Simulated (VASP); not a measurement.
# Ti (I4/mmm) in VASP: a series of runs, part 2 of 2

VASP 6.6.1. Earlier steps stand in the parts before.

### Step 3. Single point, PBE

Contents of INCAR:

```
SYSTEM = Ti
PREC     = Accurate       ! precision mode
ENCUT    = 520            ! plane-wave cutoff, eV
EDIFF    = 1E-6           ! SCF threshold, eV
ISMEAR   = 0              ! smearing method
SIGMA    = 0.15           ! smearing width, eV
LREAL    = .False.        ! projectors in reciprocal space
LASPH    = .True.         ! aspherical terms in the spheres
NELM     = 60             ! most SCF steps
ALGO     = Fast           ! electronic algorithm
ISIF     = 2              ! what is computed and relaxed
LWAVE    = .False.        ! write WAVECAR
LCHARG   = .True.         ! write CHGCAR
GGA      = PE             ! functional
LELF     = .True.         ! ELF
LVHAR    = .True.       
NBANDS   = 12             ! bands
```

Contents of KPOINTS:

```
regular mesh
0
Gamma
  22 22 22
  0 0 0
```

Contents of POSCAR:

```
Ti
1.0
   -1.7323498620      1.7323498620      1.4724973827
    1.7323498620     -1.7323498620      1.4724973827
    1.7323498620      1.7323498620     -1.4724973827
Ti
1
Direct
    0.0000000000      0.0000000000      0.0000000000
```

Potentials or basis: VASP PAW PBE potentials, release 64 (Ti_sv).

Run with:

```console
cat potpaw_PBE.64/Ti_sv/POTCAR > POTCAR
mpirun -np 1 vasp_std > vasp.out
```

OUTCAR:

```text
SYSTEM = Ti
   PREC = Accurate
   ENCUT = 520
   EDIFF = 1E-6
   ISMEAR = 0
   LREAL = .False.
   LASPH = .True.
   NELM = 60
   ISIF = 2
   GGA = PE

 ion  position               nearest neighbor table
   1  0.000  0.000  0.000-

  LATTYP: Found a body centered tetragonal cell.
 ALAT       =     3.4646997240
 C/A-ratio  =     0.8500000000

  Lattice vectors:

 A1 = (  -1.7323498620,   1.7323498620,   1.4724973827)
 A2 = (   1.7323498620,  -1.7323498620,   1.4724973827)
 A3 = (   1.7323498620,   1.7323498620,  -1.4724973827)

Analysis of symmetry for initial positions (statically):
=====================================================================
 Subroutine PRICEL returns:
 Original cell was already a primitive cell.

 Routine SETGRP: Setting up the symmetry group for a
 body centered tetragonal supercell.

 Subroutine GETGRP returns: Found 16 space group operations
 (whereof 16 operations were pure point group operations)
 out of a pool of 16 trial point group operations.

The static configuration has the point symmetry D_4h.

Analysis of symmetry for dynamics (positions and initial velocities):
=====================================================================
 Subroutine PRICEL returns:
 Original cell was already a primitive cell.

 Routine SETGRP: Setting up the symmetry group for a
 body centered tetragonal supercell.

 Subroutine GETGRP returns: Found 16 space group operations
 (whereof 16 operations were pure point group operations)
 out of a pool of 16 trial point group operations.

The dynamic configuration has the point symmetry D_4h.

 Subroutine INISYM returns: Found 16 space group operations
 (whereof 16 operations are pure point group operations),
 and found     1 'primitive' translations

----------------------------------------------------------------------------------------

                                     Primitive cell

  volume of cell :      17.6761

  direct lattice vectors                    reciprocal lattice vectors
    -1.732349862  1.732349862  1.472497383     0.000000000  0.288625301  0.339559177
[... 115 lines left out ...]
 non-spin polarized calculation
 RMM-DIIS sequential band-by-band and
 Gauss-broadening in eV      SIGMA  =   0.15
  energy-cutoff  :      520.00
  volume of cell :       17.68
 maximum number of plane-waves:       497
 NGX is ok and might be reduce to    24
   NGX = 11   NGY = 11   NGZ = 11

 number of electron      12.0000003 magnetization

 Free energy of the ion-electron system (eV)
  ---------------------------------------------------
  ext. energy  EPLUGINS =         0.00000000
  ---------------------------------------------------
  free energy    TOTEN  =        -7.74621344 eV

  energy without entropy =       -7.72307311  energy(sigma->0) =       -7.73464328

 E-fermi :   7.9498     XC(G=0): -11.4069

 val. band max:        7.9480608119   @ k =   0.4545   0.4091   0.0455
 cond. band min:       7.9503665532   @ k =  -0.2273  -0.4545   0.1364
 fundamental gap:      0.0023057414
 Fermi energy:         7.9497876896

 k-point     1 :       0.0000    0.0000    0.0000
  band No.  band energies     occupation
      1     -48.6636      2.00000
      2     -24.5462      2.00000
      3     -24.5462      2.00000
      4     -24.5141      2.00000
      5       1.9944      2.00000
      6       8.1629      0.04449
      7       9.4233      0.00000
      8       9.4233      0.00000
      9       9.7038      0.00000
     10      11.1264      0.00000
     11      24.2355      0.00000
     12      24.2355      0.00000
[... 331 lines left out ...]
 k-point    24 :      -0.4545    0.0455    0.0000
  band No.  band energies     occupation
      1     -48.5333      2.00000
      2     -25.1475      2.00000
      3     -24.7438      2.00000
      4     -24.6003      2.00000
      5       5.5012      2.00000
      6       7.2256      2.00000
      7       9.0360      0.00000
      8      10.5145      0.00000
      9      11.4182      0.00000
     10      11.8874      0.00000
     11      17.6576      0.00000
     12      20.9187      0.00000

 [... further k-points ...]

------------------------ aborting loop because EDIFF is reached ----------------------------------------

  FORCE on cell =-STRESS in cart. coord.  units (eV):
  Direction    XX          YY          ZZ          XY          YZ          ZX
  --------------------------------------------------------------------------------------
  -------------------------------------------------------------------------------------
  Total       -0.3395642     -0.3395642     -0.1868902      0.0000000      0.0000000     -0.0000000
  in kB      -30.7784472    -30.7784472    -16.9399235      0.0000000      0.0000000     -0.0000000
  external PRESSURE =     -26.1656060 kB  Pullay stress =       0.0000000 kB

 VOLUME and BASIS-vectors are now :
 -----------------------------------------------------------------------------
  energy-cutoff  :      520.00
  volume of cell :       17.68
      direct lattice vectors                 reciprocal lattice vectors
    -1.732349862  1.732349862  1.472497383     0.000000000  0.288625301  0.339559177
     1.732349862 -1.732349862  1.472497383     0.288625301  0.000000000  0.339559177
     1.732349862  1.732349862 -1.472497383     0.288625301  0.288625301  0.000000000

 POSITION                                       TOTAL-FORCE (eV/Angst)
 -----------------------------------------------------------------------------------
      0.00000      0.00000      0.00000         0.000000      0.000000      0.000000
 -----------------------------------------------------------------------------------
    total drift:                                0.000000      0.000000      0.000000

  FREE ENERGIE OF THE ION-ELECTRON SYSTEM (eV)
  ---------------------------------------------------
  free  energy   TOTEN  =        -7.7462134415 eV

  energy  without entropy=       -7.7230731089  energy(sigma->0) =       -7.73464328
```

OSZICAR:

```text
N       E                     dE             d eps       ncg     rms          rms(c)
DAV:   1     0.874227562885E+02    0.87423E+02   -0.65385E+03 20056   0.119E+03
DAV:   2    -0.429788359126E+01   -0.91721E+02   -0.89333E+02 20368   0.297E+02
DAV:   3    -0.866109439041E+01   -0.43632E+01   -0.43123E+01 28296   0.657E+01
[... 12 lines left out ...]
RMM:  16    -0.774620432985E+01   -0.10214E-04   -0.90396E-05 28493   0.541E-02    0.110E-02
RMM:  17    -0.774620854937E+01   -0.42195E-05   -0.42296E-05 24418   0.351E-02    0.760E-03
RMM:  18    -0.774621072721E+01   -0.21778E-05   -0.26841E-05 22665   0.279E-02    0.189E-03
RMM:  19    -0.774621258585E+01   -0.18586E-05   -0.14968E-05 20069   0.185E-02    0.156E-03
RMM:  20    -0.774621344153E+01   -0.85568E-06   -0.84114E-06 18791   0.138E-02
   1 F= -.77462134E+01 E0= -.77346433E+01  d E =-.231403E-01
```

It took 2.5 min on 1 thread of Intel Xeon Platinum 8488C (Sapphire Rapids), shared host; peak memory 0.29 GiB.

Results:

```yaml
Free_energy: -7.7462 eV
Pressure: -2.6 GPa
Band_gap_on_the_k_mesh: zero (bands 6 and 7 overlap by 1.38 eV)
```

Stress tensor (GPa, compression positive):
```
-3.08  0.00  0.00
 0.00 -3.08  0.00
 0.00  0.00 -1.69
```

### Step 4. Single point, PBE

Contents of INCAR:

```
SYSTEM = Ti
PREC     = Accurate       ! precision mode
ENCUT    = 520            ! plane-wave cutoff, eV
EDIFF    = 1E-6           ! SCF threshold, eV
ISMEAR   = 0              ! smearing method
SIGMA    = 0.15           ! smearing width, eV
LREAL    = .FALSE.        ! projectors in reciprocal space
LASPH    = .TRUE.         ! aspherical terms in the spheres
NELM     = 100            ! most SCF steps
ALGO     = Fast           ! electronic algorithm
ISIF     = 2              ! what is computed and relaxed
LWAVE    = .FALSE.        ! write WAVECAR
LCHARG   = .TRUE.         ! write CHGCAR
GGA      = PE             ! functional
LELF     = .TRUE.         ! ELF
LVHAR    = .TRUE.       
NBANDS   = 12             ! bands
```

Contents of KPOINTS:

```
Automatic mesh
0
G
  22 22 22
  0 0 0
```

Contents of POSCAR:

```
Ti
1.0
   -1.5442401234      1.5442401234      1.8530881481
    1.5442401234     -1.5442401234      1.8530881481
    1.5442401234      1.5442401234     -1.8530881481
Ti
1
Direct
    0.0000000000      0.0000000000      0.0000000000
```

Run with:

```console
cat potpaw_PBE.64/Ti_sv/POTCAR > POTCAR
mpirun -np 1 vasp_std > vasp.out
```

It took 2.6 min on 1 thread of Intel Xeon Platinum 8488C (Sapphire Rapids), shared host; peak memory 0.28 GiB.

It converged, with:

- Free energy: -7.7592 eV
- Pressure: -3.0 GPa
- Band gap on the k mesh: zero (bands 6 and 7 overlap by 1.55 eV)

Stress tensor (GPa, compression positive):
```
-4.04  0.00  0.00
 0.00 -4.04  0.00
 0.00  0.00 -0.78
```

Levels at points of the mesh, in eV from the Fermi level:
```
           k point  band 3  band 4  band 5  band 6  band 7  band 8  band 9  band 10
(0.00, 0.00, 0.00)  -32.56  -32.55   -5.99    0.68    0.68    1.75    1.75     2.93
(0.50, 0.00, 0.00)  -32.71  -32.57   -2.49    0.14    0.73    1.62    3.20     3.85
(0.50, 0.50, 0.00)  -32.79  -32.65   -2.48   -1.28    1.89    3.33    3.35     4.09
(0.50, 0.50, 0.50)  -32.90  -32.90   -2.34   -1.86    3.56    3.81    3.81     5.07
```

### Step 5. Single point, PBE

Contents of INCAR:

```
SYSTEM = Ti
ALGO = Fast ; EDIFF = 1E-6
ENCUT = 520 ; GGA = PE
ISIF = 2 ; ISMEAR = 0
LASPH = .True. ; LCHARG = .False.
LREAL = .False. ; LWAVE = .False.
NBANDS = 12 ; NELM = 100
PREC = Accurate ; SIGMA = 0.15
```

Contents of KPOINTS:

```
k-points
0
Gamma
  22 22 22
  0 0 0
```

Contents of POSCAR:

```
Ti
1.0
   -1.7826950017      1.7826950017      1.3905021013
    1.7826950017     -1.7826950017      1.3905021013
    1.7826950017      1.7826950017     -1.3905021013
Ti
1
Direct
    0.0000000000      0.0000000000      0.0000000000
```

Potentials or basis: VASP PAW PBE potentials, release 64 (Ti_sv).

Run with:

```console
cat potpaw_PBE.64/Ti_sv/POTCAR > POTCAR
mpirun -np 1 vasp_std > vasp.out
```

OUTCAR:

```text
SYSTEM = Ti
   EDIFF = 1E-6
   ENCUT = 520
   GGA = PE
   ISIF = 2
   ISMEAR = 0
   LASPH = .True.
   LREAL = .False.
   NELM = 100
   PREC = Accurate

 ion  position               nearest neighbor table
   1  0.000  0.000  0.000-

  LATTYP: Found a body centered tetragonal cell.
 ALAT       =     3.5653900034
 C/A-ratio  =     0.7800000000

  Lattice vectors:

 A1 = (  -1.7826950017,   1.7826950017,   1.3905021013)
[... 539 lines left out ...]
      9      11.6191      0.00000
     10      11.8330      0.00000
     11      18.0979      0.00000
     12      20.8309      0.00000

 [... further k-points ...]

------------------------ aborting loop because EDIFF is reached ----------------------------------------

  FORCE on cell =-STRESS in cart. coord.  units (eV):
  Direction    XX          YY          ZZ          XY          YZ          ZX
  --------------------------------------------------------------------------------------
  -------------------------------------------------------------------------------------
  Total       -0.5419215     -0.5419215      0.2183587      0.0000000     -0.0000000      0.0000000
  in kB      -49.1203234    -49.1203234     19.7922543      0.0000000     -0.0000000      0.0000000
  external PRESSURE =     -26.1494642 kB  Pullay stress =       0.0000000 kB

 VOLUME and BASIS-vectors are now :
 -----------------------------------------------------------------------------
  energy-cutoff  :      520.00
  volume of cell :       17.68
      direct lattice vectors                 reciprocal lattice vectors
    -1.782695002  1.782695002  1.390502101     0.000000000  0.280474226  0.359582340
     1.782695002 -1.782695002  1.390502101     0.280474226  0.000000000  0.359582340
     1.782695002  1.782695002 -1.390502101     0.280474226  0.280474226  0.000000000

 POSITION                                       TOTAL-FORCE (eV/Angst)
 -----------------------------------------------------------------------------------
      0.00000      0.00000      0.00000         0.000000     -0.000000      0.000000
 -----------------------------------------------------------------------------------
    total drift:                               -0.000000      0.000000      0.000000

  FREE ENERGIE OF THE ION-ELECTRON SYSTEM (eV)
  ---------------------------------------------------
  free  energy   TOTEN  =        -7.7201496389 eV

  energy  without entropy=       -7.7015838293  energy(sigma->0) =       -7.71086673
```

stdout:

```text
POSCAR found type information on POSCAR Ti
 POSCAR found :  1 types and       1 ions
 scaLAPACK will be used
 LDA part: xc-table for (Slater+PW92), standard interpolation
 POSCAR, INCAR and KPOINTS ok, starting setup
 FFT: planning ... GRIDC
 FFT: planning ... GRID_SOFT
 FFT: planning ... GRID
 WAVECAR not read
 entering main loop
WARNING in EDDRMM: call to ZHEGV failed, returncode =   6  3      6
WARNING in EDDRMM: call to ZHEGV failed, returncode =   6  3     10
WARNING in EDDRMM: call to ZHEGV failed, returncode =   6  3      6
WARNING in EDDRMM: call to ZHEGV failed, returncode =   6  3      9
WARNING in EDDRMM: call to ZHEGV failed, returncode =   8  4      5
WARNING in EDDRMM: call to ZHEGV failed, returncode =   6  3      9
WARNING in EDDRMM: call to ZHEGV failed, returncode =   6  3      9
WARNING in EDDRMM: call to ZHEGV failed, returncode =   6  3      7
WARNING in EDDRMM: call to ZHEGV failed, returncode =   8  4     11
WARNING in EDDRMM: call to ZHEGV failed, returncode =   6  3      9
WARNING in EDDRMM: call to ZHEGV failed, returncode =   6  3      9
WARNING in EDDRMM: call to ZHEGV failed, returncode =   8  4      8
WARNING in EDDRMM: call to ZHEGV failed, returncode =   8  4     12
WARNING in EDDRMM: call to ZHEGV failed, returncode =   6  3      5
WARNING in EDDRMM: call to ZHEGV failed, returncode =   6  3      6
WARNING in EDDRMM: call to ZHEGV failed, returncode =   6  3      7
WARNING in EDDRMM: call to ZHEGV failed, returncode =   6  3     12
WARNING in EDDRMM: call to ZHEGV failed, returncode =   8  4      6
```

Run time: 2.5 min. Hardware: 1 thread of Intel Xeon Platinum 8488C (Sapphire Rapids), shared host; peak memory 0.27 GiB.

Results:

```
Free energy            : -7.7201 eV
Pressure               : -2.6 GPa
Band gap on the k mesh : zero (bands 6 and 7 overlap by 0.98 eV)
```

### Step 6. Summary

| cell | gap on the mesh (eV) | pressure (GPa) |
| --- | --- | --- |
| a = 2.912 Å, angles 101.5, 101.5, 126.9°, 1 atom | none | -2.1 |
| a = 2.858 Å, angles 105.4, 105.4, 118.0°, 1 atom | none | -2.6 |
| a = 2.864 Å, angles 114.7, 114.7, 99.4°, 1 atom | none | -3.0 |
| a = 2.879 Å, angles 103.5, 103.5, 122.2°, 1 atom | none | -2.6 |

Alike in all rows: task single point; level PBE; potentials or basis VASP PAW PBE potentials, release 64 (Ti_sv); no spin polarisation; k mesh 22 × 22 × 22; cutoff (eV) 520; smearing gaussian 0.15 eV.

Total energies depend on the potentials used, so only differences within one code and one set of settings carry meaning.
